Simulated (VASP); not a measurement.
Write the native input for VASP 6.6.1 that does the following.

```yaml
Task: relaxation of cell and atoms
Functional: r2SCAN
Potentials_or_basis: VASP PAW PBE potentials, release 64 (Bi_d)
Cutoff: 600 eV
k_mesh: 6 × 6 × 4
Occupations: gaussian, width 0.1 eV
Spin: no spin polarisation
Dipole_correction: no
Further_INCAR_settings: ALGO = Normal; EDIFF = 1e-06; IBRION = 2; EDIFFG = -0.04; NSW = 90; ISIF = 3
```

Bi:

```
CELL_PARAMETERS angstrom
3.76297 0.00000 0.00000
-1.88148 3.25883 0.00000
0.00000 0.00000 6.10750
ATOMIC_POSITIONS crystal
Bi 0.33333 0.66667 0.25000
Bi 0.66667 0.33333 0.75000
```

This isn't the form of Bi at room conditions, which is rhombohedral.

The input as run:

POSCAR

```
Bi
1.0
    3.7629691289      0.0000000000      0.0000000000
   -1.8814845645      3.2588268592      0.0000000000
    0.0000000000      0.0000000000      6.1074981812
Bi
2
Direct
    0.3333333333      0.6666666667      0.2500000000
    0.6666666667      0.3333333333      0.7500000000
```

INCAR.step1

```
PREC = Accurate
ENCUT = 600
ISMEAR = 0
SIGMA = 0.1
LREAL = F
LASPH = T
NELM = 60
GGA = PE
ALGO = Normal
EDIFF = 1E-4
LWAVE = T
LCHARG = F
```

INCAR.step2

```
PREC = Accurate
ENCUT = 600
EDIFF = 1E-6
ISMEAR = 0
SIGMA = 0.1
LREAL = F
LASPH = T
NELM = 60
ALGO = Normal
ISIF = 3
LWAVE = F
LCHARG = F
METAGGA = R2SCAN
LMIXTAU = T
IBRION = 2
NSW = 90
EDIFFG = -0.04
ISTART = 1
```

KPOINTS

```
Automatic mesh
0
Gamma
  6 6 4
```

Potentials or basis: VASP PAW PBE potentials, release 64 (Bi_d).

Command:

```sh
$ cat potpaw_PBE.64/Bi_d/POTCAR > POTCAR
$ cp INCAR.step1 INCAR
$ mpirun -np 1 vasp_std > vasp.out
$ cp INCAR.step2 INCAR
$ mpirun -np 1 vasp_std > vasp.out
```

It gave:

| Quantity | Value |
| --- | --- |
| Relaxed volume | 30.83 Å³/atom |
| Relaxed cell | a = 3.482 Å, b = 3.482 Å, c = 5.874 Å, α = 90.00°, β = 90.00°, γ = 120.00° |
| Space group after relaxing (to 0.1 Å) | P6_3/mmc (No. 194) |
| Energy gained by relaxing | 178.2 meV/atom |
| Ionic steps | 8 |
| Pressure after relaxing | 0.1 GPa |
| Band gap on the k mesh | zero (bands 15 and 16 overlap by 7.63 eV) |

Caveat: the volume moved by over 15 % at a fixed basis, so the end points are rough; the PAW data sets were made with another functional, which shifts forces and pressure a little; spin-orbit coupling is left out, which moves the levels of the heavy elements.

Wall time 8.9 min on 1 thread of Intel(R) Xeon(R) Platinum 8488C (Sapphire Rapids), with other jobs on the host, peak memory 0.23 GiB.
